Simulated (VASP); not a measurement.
# MgO (Periclase) (Fm-3m) in VASP: further runs

MgO (Periclase) is run at these levels: PBEsol; tasks: single point.

Program: VASP 6.6.1. These are calculated values, not measurements. Logs are shortened: lines on timing, memory, paths and dates and some standing lists are left out, and cuts for length are marked.

## (1) The cell of the first run

Symmetry: Fm-3m, No. 225, cubic system. Conventional cell: a = 3.632 Å, b = 3.632 Å, c = 3.632 Å, α = 90.00°, β = 90.00°, γ = 90.00°. Within 2.4 Å of Mg (site symmetry m-3m) lie 6 O at 1.82 Å. O (site symmetry m-3m) has 6 Mg at 1.82 Å within 2.4 Å.

## (2) Single point, PBEsol (volume scaled by 0.640)

INCAR reads:

```
PREC = Accurate
ENCUT = 520
EDIFF = 1E-6
ISMEAR = 0
SIGMA = 0.05
LREAL = False
LASPH = True
NELM = 100
ALGO = Normal
ISIF = 2
LWAVE = False
LCHARG = False
GGA = PS
NBANDS = 11
```

KPOINTS reads:

```
regular mesh
0
Gamma
  10 10 10
```

POSCAR reads:

```
MgO
1.0
    0.0000000000      1.8158067584      1.8158067584
    1.8158067584      0.0000000000      1.8158067584
    1.8158067584      1.8158067584      0.0000000000
Mg O
1 1
Direct
    0.0000000000      0.0000000000      0.0000000000
    0.5000000000      0.5000000000      0.5000000000
```

Potentials or basis: VASP PAW PBE potentials, release 64 (Mg, O).

Command:

```console
cat potpaw_PBE.64/Mg/POTCAR potpaw_PBE.64/O/POTCAR > POTCAR
mpirun -np 1 vasp_std > vasp.out
```

OUTCAR:

```text
PREC = Accurate
   ENCUT = 520
   EDIFF = 1E-6
   ISMEAR = 0
   LREAL = False
   LASPH = True
   NELM = 100
   ISIF = 2
   GGA = PS

 ion  position               nearest neighbor table
   1  0.000  0.000  0.000-   2 1.82   2 1.82   2 1.82   2 1.82   2 1.82   2 1.82
   2  0.500  0.500  0.500-   1 1.82   1 1.82   1 1.82   1 1.82   1 1.82   1 1.82

  LATTYP: Found a face centered cubic cell.
 ALAT       =     3.6316135168

  Lattice vectors:

 A1 = (   0.0000000000,   1.8158067584,   1.8158067584)
 A2 = (   1.8158067584,   0.0000000000,   1.8158067584)
 A3 = (   1.8158067584,   1.8158067584,   0.0000000000)

Analysis of symmetry for initial positions (statically):
=====================================================================
 Subroutine PRICEL returns:
 Original cell was already a primitive cell.

 Routine SETGRP: Setting up the symmetry group for a
 face centered cubic supercell.

 Subroutine GETGRP returns: Found 48 space group operations
 (whereof 48 operations were pure point group operations)
 out of a pool of 48 trial point group operations.

The static configuration has the point symmetry O_h .

Analysis of symmetry for dynamics (positions and initial velocities):
=====================================================================
 Subroutine PRICEL returns:
 Original cell was already a primitive cell.

 Routine SETGRP: Setting up the symmetry group for a
 face centered cubic supercell.

 Subroutine GETGRP returns: Found 48 space group operations
 (whereof 48 operations were pure point group operations)
 out of a pool of 48 trial point group operations.

The dynamic configuration has the point symmetry O_h .

 Subroutine INISYM returns: Found 48 space group operations
 (whereof 48 operations are pure point group operations),
 and found     1 'primitive' translations

----------------------------------------------------------------------------------------

                                     Primitive cell

  volume of cell :      11.9740

  direct lattice vectors                    reciprocal lattice vectors
     0.000000000  1.815806758  1.815806758    -0.275359698  0.275359698  0.275359698
     1.815806758  0.000000000  1.815806758     0.275359698 -0.275359698  0.275359698
     1.815806758  1.815806758  0.000000000     0.275359698  0.275359698 -0.275359698

  length of vectors
     2.567938544  2.567938544  2.567938544     0.476936987  0.476936987  0.476936987

  position of ions in fractional coordinates (direct lattice)
     0.000000000  0.000000000  0.000000000
     0.500000000  0.500000000  0.500000000

  ion indices of the primitive-cell ions
   primitive index   ion index
                 1           1
                 2           2

----------------------------------------------------------------------------------------

 KPOINTS: regular mesh

Automatic generation of k-mesh.
 Grid dimensions read from file:
 generate k-points for:   10   10   10

 Generating k-lattice:

  Cartesian coordinates                     Fractional coordinates (reciprocal lattice)
    -0.027535970  0.027535970  0.027535970     0.100000000  0.000000000  0.000000000
     0.027535970 -0.027535970  0.027535970     0.000000000  0.100000000  0.000000000
     0.027535970  0.027535970 -0.027535970     0.000000000  0.000000000  0.100000000

  Length of vectors
     0.047693699  0.047693699  0.047693699

  Shift w.r.t. Gamma in fractional coordinates (k-lattice)
     0.000000000  0.000000000  0.000000000

 Subroutine IBZKPT returns following result:
 ===========================================

 Found     47 irreducible k-points:

 Following reciprocal coordinates:
            Coordinates               Weight
  0.000000  0.000000  0.000000      1.000000
  0.100000  0.000000  0.000000      8.000000
  0.200000  0.000000  0.000000      8.000000
  0.300000  0.000000  0.000000      8.000000
  0.400000  0.000000  0.000000      8.000000
  0.500000  0.000000  0.000000      4.000000
[... 16 lines left out ...]
  0.300000  0.300000  0.000000      6.000000
  0.400000  0.300000  0.000000     24.000000
 [... further k-points ...]
   k-points           NKPTS =     47   k-points in BZ     NKDIM =     47   number of bands    NBANDS=     11
   number of dos      NEDOS =    301   number of ions     NIONS =      2
   total plane-waves  NPLWV =   8000
   dimension x,y,z NGX =    20 NGY =   20 NGZ =   20
   dimension x,y,z NGXF=    40 NGYF=   40 NGZF=   40
   ions per type =               1   1
   NGX,Y,Z   is equivalent  to a cutoff of  12.95, 12.95, 12.95 a.u.
   NGXF,Y,Z  is equivalent  to a cutoff of  25.90, 25.90, 25.90 a.u.
 SYSTEM =  unknown system
   PREC   = accura    normal or accurate (medium, high low for compatibility)
   ISTART =      0    job   : 0-new  1-cont  2-samecut
   ICHARG =      2    charge: 1-file 2-atom 10-const
   ISPIN  =      1    spin polarized calculation?
   LNONCOLLINEAR =      F non collinear calculations
   LSORBIT =      F    spin-orbit coupling
   LASPH  =      T    aspherical Exc in radial PAW
   ENCUT  =  520.0 eV  38.22 Ry    6.18 a.u.   4.77  4.77  4.77*2*pi/ulx,y,z
   NELM   =    100;   NELMIN=  2; NELMDL= -5     # of ELM steps
   EDIFF  = 0.1E-05   stopping-criterion for ELM
   LREAL  =      F    real-space projection
   EDIFFG = 0.1E-04   stopping-criterion for IOM
   NSW    =      0    number of steps for IOM
   IBRION =     -1    ionic relax: 0-MD 1-quasi-New 2-CG
   NFREE  =      0    steps in history (QN), initial steepest desc. (CG)
   ISIF   =      2    stress and relaxation
   ISYM   =      2    0-nonsym 1-usesym 2-fastsym
   POTIM  = 0.5000    time-step for ionic-motion
   TEBEG  =    0.0;   TEEND  =   0.0 temperature during run
   PSTRESS=    0.0 pullay stress
   NELECT =       8.0000    total number of electrons
   NUPDOWN=      -1.0000    fix difference up-down
   EMIN   =  10.00;   EMAX   =-10.00  energy-range for DOS
   EFERMI =   0.00;   METHOD = LEGACY
   ISMEAR =     0;   SIGMA  =   0.05  broadening in eV -4-tet -1-fermi 0-gaus
   EFERMI_NEDOS =   21; number of points for ismear=-14 and -15
   IALGO  =     38    algorithm
   IMIX   =      4    mixing-type and parameters
     AMIX     =   0.40;   BMIX     =  1.00
     AMIX_MAG =   1.60;   BMIX_MAG =  1.00
  volume/ion in A,a.u.               =       5.99        40.40
  Fermi-wavevector in a.u.,A,eV,Ry     =   1.431172  2.704523 27.868182  2.048254
  Thomas-Fermi vector in A             =   2.550938
   LORBIT       =      0    0 simple, 1 ext, 2 COOP (PROOUT), +10 PAW based schemes
   GGA     = PS    functional components
   LHFCALC =     F    Hartree Fock is set to
   AEXX    =    0.0000 exact exchange contribution
   IVDW    =     0    specifies the selected vdW correction
   LEPSILON=     F    determine dielectric tensor
   LRPA    =     F    only Hartree local field effects (RPA)
 non-spin polarized calculation
 Gauss-broadening in eV      SIGMA  =   0.05
  energy-cutoff  :      520.00
  volume of cell :       11.97
 maximum number of plane-waves:       332
   NGX =  9   NGY =  9   NGZ =  9

 number of electron       7.9999995 magnetization

 Free energy of the ion-electron system (eV)
  ---------------------------------------------------
  ext. energy  EPLUGINS =         0.00000000
  ---------------------------------------------------
  free energy    TOTEN  =        -9.94116523 eV

  energy without entropy =       -9.94116523  energy(sigma->0) =       -9.94116523

 E-fermi :   7.5694     XC(G=0): -13.6532

 val. band max:        7.3628946373   @ k =   0.0000   0.0000   0.0000
 cond. band min:      16.2754556045   @ k =   0.5000   0.5000   0.0000
 fundamental gap:      8.9125609673
 Fermi energy:         7.5693641642

 k-point     1 :       0.0000    0.0000    0.0000
  band No.  band energies     occupation
      1     -12.8011      2.00000
      2       7.3629      2.00000
      3       7.3629      2.00000
      4       7.3629      2.00000
      5      17.6687      0.00000
      6      25.3140      0.00000
      7      25.3140      0.00000
      8      25.3140      0.00000
      9      30.5144      0.00000
     10      33.0437      0.00000
     11      33.0437      0.00000

 k-point     2 :       0.1000    0.0000    0.0000
  band No.  band energies     occupation
      1     -12.5903      2.00000
      2       6.5702      2.00000
      3       7.2119      2.00000
      4       7.2119      2.00000
      5      18.2269      0.00000
      6      23.9046      0.00000
      7      25.7419      0.00000
      8      25.7419      0.00000
      9      32.8412      0.00000
     10      32.8412      0.00000
     11      33.0020      0.00000

 k-point     3 :       0.2000    0.0000    0.0000
  band No.  band energies     occupation
      1     -11.9952      2.00000
      2       4.7162      2.00000
      3       6.8357      2.00000
      4       6.8357      2.00000
      5      19.0329      0.00000
      6      22.7690      0.00000
      7      26.8246      0.00000
      8      26.8246      0.00000
      9      32.6330      0.00000
     10      32.6330      0.00000
     11      36.8300      0.00000

 k-point     4 :       0.3000    0.0000    0.0000
  band No.  band energies     occupation
      1     -11.1439      2.00000
      2       2.6192      2.00000
      3       6.4036      2.00000
      4       6.4036      2.00000
      5      18.8369      0.00000
      6      23.5325      0.00000
      7      27.9306      0.00000
      8      27.9306      0.00000
      9      33.1829      0.00000
     10      33.1829      0.00000
     11      37.3794      0.00000

 k-point     5 :       0.4000    0.0000    0.0000
  band No.  band energies     occupation
      1     -10.3103      2.00000
      2       0.9308      2.00000
      3       6.0763      2.00000
      4       6.0763      2.00000
      5      18.4093      0.00000
      6      24.7791      0.00000
      7      28.4565      0.00000
      8      28.4565      0.00000
      9      34.7346      0.00000
     10      34.7347      0.00000
     11      36.6084      0.00000
[... 211 lines left out ...]
 k-point    21 :      -0.3000    0.2000    0.0000
  band No.  band energies     occupation
      1     -10.1944      2.00000
      2       1.8562      2.00000
      3       4.3600      2.00000
      4       5.9906      2.00000
      5      20.5592      0.00000
      6      22.6758      0.00000
      7      27.4760      0.00000
      8      30.1602      0.00000
      9      32.1259      0.00000
     10      34.5611      0.00000
     11      41.2331      0.00000

 k-point    22 :      -0.2000    0.2000    0.0000
  band No.  band energies     occupation
      1     -10.9106      2.00000
      2       2.9350      2.00000
      3       5.0975      2.00000
      4       6.3383      2.00000
      5      20.9018      0.00000
      6      21.4463      0.00000
      7      27.9141      0.00000
      8      28.9379      0.00000
      9      31.1612      0.00000
     10      34.2606      0.00000
     11      40.9844      0.00000

 k-point    23 :       0.3000    0.3000    0.0000
  band No.  band energies     occupation
      1     -10.7873      2.00000
      2       2.7476      2.00000
      3       5.8636      2.00000
      4       5.8636      2.00000
      5      18.0477      0.00000
      6      21.9014      0.00000
      7      27.3571      0.00000
      8      31.0051      0.00000
      9      31.0051      0.00000
     10      36.6599      0.00000
     11      44.7765      0.00000

 k-point    24 :       0.4000    0.3000    0.0000
  band No.  band energies     occupation
      1     -10.2496      2.00000
      2       2.0123      2.00000
      3       5.2498      2.00000
      4       5.6225      2.00000
      5      17.8227      0.00000
      6      22.7442      0.00000
      7      26.3613      0.00000
      8      31.9015      0.00000
      9      32.2515      0.00000
     10      37.9988      0.00000
     11      44.6993      0.00000

 [... further k-points ...]
[... 5 lines left out ...]
  --------------------------------------------------------------------------------------
  -------------------------------------------------------------------------------------
  Total       13.5258813     13.5258813     13.5258813     -0.0000000      0.0000000      0.0000000
  in kB     1809.8278847   1809.8278847   1809.8278847     -0.0000000      0.0000000      0.0000000
  external PRESSURE =    1809.8278847 kB  Pullay stress =       0.0000000 kB

 VOLUME and BASIS-vectors are now :
 -----------------------------------------------------------------------------
  energy-cutoff  :      520.00
  volume of cell :       11.97
      direct lattice vectors                 reciprocal lattice vectors
     0.000000000  1.815806758  1.815806758    -0.275359698  0.275359698  0.275359698
     1.815806758  0.000000000  1.815806758     0.275359698 -0.275359698  0.275359698
     1.815806758  1.815806758  0.000000000     0.275359698  0.275359698 -0.275359698

 POSITION                                       TOTAL-FORCE (eV/Angst)
 -----------------------------------------------------------------------------------
      0.00000      0.00000      0.00000         0.000000     -0.000000      0.000000
      1.81581      1.81581      1.81581        -0.000000      0.000000     -0.000000
 -----------------------------------------------------------------------------------
    total drift:                                0.000000      0.000000      0.000000

  FREE ENERGIE OF THE ION-ELECTRON SYSTEM (eV)
  ---------------------------------------------------
  free  energy   TOTEN  =        -9.9411652294 eV

  energy  without entropy=       -9.9411652294  energy(sigma->0) =       -9.94116523
```

Wall time 8 s (1 thread of AMD EPYC 7R43 (Zen 3), shared host); peak memory 0.1 GiB.

What came out:

```
Free energy            : -9.9412 eV
Pressure               : 181.0 GPa
Band gap on the k mesh : 8.91 eV, indirect (least direct gap 10.31 eV)
```

Caveat: the PAW data sets were made with another functional, which shifts forces and pressure a little. A k mesh can miss the band edges.

## (3) Single point, PBEsol (volume scaled by 0.720)

INCAR reads:

```
ALGO = Normal ; EDIFF = 1E-6
ENCUT = 520 ; GGA = PS
ISIF = 2 ; ISMEAR = 0
LASPH = True ; LCHARG = False
LREAL = False ; LWAVE = False
NBANDS = 11 ; NELM = 80
PREC = Accurate ; SIGMA = 0.05
```

KPOINTS reads:

```
k-points
0
Gamma
  10 10 10
```

POSCAR reads:

```
MgO
1.0
    0.0000000000      1.8885151319      1.8885151319
    1.8885151319      0.0000000000      1.8885151319
    1.8885151319      1.8885151319      0.0000000000
Mg O
1 1
Direct
    0.0000000000      0.0000000000      0.0000000000
    0.5000000000      0.5000000000      0.5000000000
```

Potentials or basis: VASP PAW PBE potentials, release 64 (Mg, O).

Command:

```console
cat potpaw_PBE.64/Mg/POTCAR potpaw_PBE.64/O/POTCAR > POTCAR
mpirun -np 1 vasp_std > vasp.out
```

It took 7.9 s on 1 thread of AMD EPYC 7R43 (Zen 3), shared host; peak memory 0.09 GiB.

It converged, with:

```yaml
Free_energy: -11.2431 eV
Pressure: 103.6 GPa
Band_gap_on_the_k_mesh: 8.52 eV, direct
```

Levels at points of the mesh, in eV from the valence-band top:
```tsv
k point	band 2	band 3	band 4	band 5	band 6	band 7
(0.00, 0.00, 0.00)	0.00	0.00	0.00	8.52	17.38	17.38
(0.50, 0.00, 0.00)	-6.37	-1.15	-1.15	9.99	16.43	19.77
(0.50, 0.50, 0.00)	-5.66	-1.88	-1.88	9.02	13.93	16.85
```

Caveat: the PAW data sets were made with another functional, which shifts forces and pressure a little.
